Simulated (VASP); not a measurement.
As3S2, 5 atoms in the cell. It takes space group P-3m1 (No. 164, trigonal). Conventional cell: a = 4.782 Å, b = 4.782 Å, c = 5.474 Å, α = 90.00°, β = 90.00°, γ = 120.00°. Within 3.9 Å of As (site symmetry -3m) lie 6 S at 2.99 Å and 6 As at 3.02 Å. Within 3.1 Å of As (site symmetry 3m) lie 5 S at 2.38 to 3.09 Å and 3 As at 3.02 Å. S (site symmetry 3m) has 8 As at 2.38 to 3.09 Å within 3.1 Å. 

* Program: VASP 6.6.1
* Task: single point
* Functional: PBE
* Potentials or basis: VASP PAW PBE potentials, release 64 (As, S)
* Cutoff: 520 eV
* k mesh: 6 × 6 × 4
* Occupations: gaussian, width 0.1 eV
* Spin: no spin polarisation
* Dipole correction: no
* Further INCAR settings: ALGO = Normal; EDIFF = 1e-07; NBANDS = 22

Potentials or basis: VASP PAW PBE potentials, release 64 (As, S).

Command:

```console
$ cat potpaw_PBE.64/As/POTCAR potpaw_PBE.64/S/POTCAR > POTCAR
$ mpirun -np 1 vasp_std > vasp.out
```

Hardware: 1 thread of Intel Xeon 8259CL (shared host).

Problem. Estimate the wall time of this run.

Solution. It took 68 s on 1 thread of Intel Xeon 8259CL (shared host), peak memory 0.24 GiB. Counts: scf iterations 16, k points 24.
